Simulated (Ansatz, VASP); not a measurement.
## SnO2 in VASP and in Ansatz

INCAR

```
AGGAC    = 1.0          
AGGAX    = 1.0          
ALDAC    = 0.0          
ALDAX    = 1.0          
ALGO     = Normal         # electronic algorithm
EDIFF    = 1E-6           # SCF threshold, eV
EDIFFG   = -0.01          # ionic threshold
ENCUT    = 600            # plane-wave cutoff, eV
GGA      = B5             # functional
IBRION   = 2              # ionic algorithm
ISIF     = 3              # what is computed and relaxed
ISMEAR   = -1             # smearing method
IVDW     = 13             # dispersion correction
LASPH    = True           # aspherical terms in the spheres
LCHARG   = False          # write CHGCAR
LREAL    = False          # projectors in reciprocal space
LWAVE    = False          # write WAVECAR
NELM     = 60             # most SCF steps
NSW      = 60             # ionic steps
PREC     = Accurate       # precision mode
SIGMA    = 0.05           # smearing width, eV
VDW_A1   = 0.44488865   
VDW_A2   = 4.0933009    
VDW_S6   = 1.0          
VDW_S8   = 2.34076671
```

File KPOINTS:

```
k-points
0
Gamma
  9 9 9
```

File POSCAR:

```
SnO2
1.0
    0.0000000000      2.5741500000      2.5741500000
    2.5741500000      0.0000000000      2.5741500000
    2.5741500000      2.5741500000      0.0000000000
Sn O
1 2
Direct
    0.0000000000      0.0000000000      0.0000000000
    0.7500000000      0.7500000000      0.7500000000
    0.2500000000      0.2500000000      0.2500000000
```

Contents of input.yaml:

```yaml
crystal:
  lattice:
    - [0.0, 2.57415, 2.57415]
    - [2.57415, 0.0, 2.57415]
    - [2.57415, 2.57415, 0.0]
  atoms:
    - { symbol: Sn, position: [0.0, 0.0, 0.0] }
    - { symbol: O, position: [0.75, 0.75, 0.75] }
    - { symbol: O, position: [0.25, 0.25, 0.25] }
hamiltonian:
  xc: blyp
  pseudopotentials: { kind: paw }
  dispersion: d4
kpoints:
  mp_grid: { grid: [9, 9, 9] }
scf:
  occupations: { method: fermi_dirac, width: 0.05 }
output:
  forces: true
  stress: true
  eigenvalues: true
  write_density: true
  write_potential: true
  elf: true
  volumetric_format: npy
relax:
  f_tol: 0.01
  max_steps: 40
  cell: { stress_tol: 0.05 }
```

Alike in both runs: task relaxation of cell and atoms; functional BLYP; dispersion D4; k mesh 9 × 9 × 9; occupations fermi-dirac, width 0.05 eV; no spin polarisation.

|  | VASP | Ansatz |
| --- | --- | --- |
| version | VASP 6.6.1 | Ansatz 0.2.0 |
| potentials or method | VASP PAW PBE potentials, release 64 (Sn_d, O) | Ansatz PAW |
| plane-wave cutoff (eV) | 600 | 420 |
| valence electrons in the cell | 26 | 26 |

|  | VASP | Ansatz | Ansatz less VASP |
| --- | --- | --- | --- |
| relaxed volume (Å³/atom) | 11.31 | 11.28 | -0.031 |
| relaxed cell length with the largest relative difference (Å) | 3.634 | 3.631 | -0.0033 |

VASP's potentials were made for PBE, not for BLYP.

Noted on Ansatz's run: Pulay correction over one GPa; the plane-wave basis is chosen anew once the cell has moved, so the energies of steps on either side of that aren't comparable.
